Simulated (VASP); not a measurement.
BN:

```
CELL_PARAMETERS angstrom
0.00000 1.81238 1.81238
1.81238 0.00000 1.81238
1.81238 1.81238 0.00000
ATOMIC_POSITIONS crystal
B 0.50000 0.50000 0.50000
N 0.25000 0.25000 0.25000
```

Base run:

| Quantity | Value |
| --- | --- |
| Program | VASP 6.6.1 |
| Functional | r2SCAN |
| Potentials or basis | VASP PAW PBE potentials, release 64 (B_h, N_h) |
| Cutoff | 910 eV |
| k mesh | 12 × 12 × 12 |
| Occupations | gaussian, width 0.02 eV |
| Spin | no spin polarisation |

Its results: band gap on the k mesh 4.98 eV, indirect (least direct gap 9.51 eV); pressure -5.3 GPa.

Q: The run is repeated on the same cell with these changes: potentials or basis from VASP PAW PBE potentials, release 64 (B_h, N_h) to VASP PAW PBE potentials, release 64 (B, N); cutoff from 910 eV to 520 eV. What comes out?

A: Band gap on the k mesh 4.97 eV, indirect (least direct gap 9.49 eV); pressure -3.7 GPa.

Caveats: the PAW data sets were made with another functional, which shifts forces and pressure a little; the cutoff is under 1.25 times the usual one of these potentials, so pressure, stress and relaxed cells hold a basis-set (Pulay) error (some runs).

A k mesh can miss the band edges.
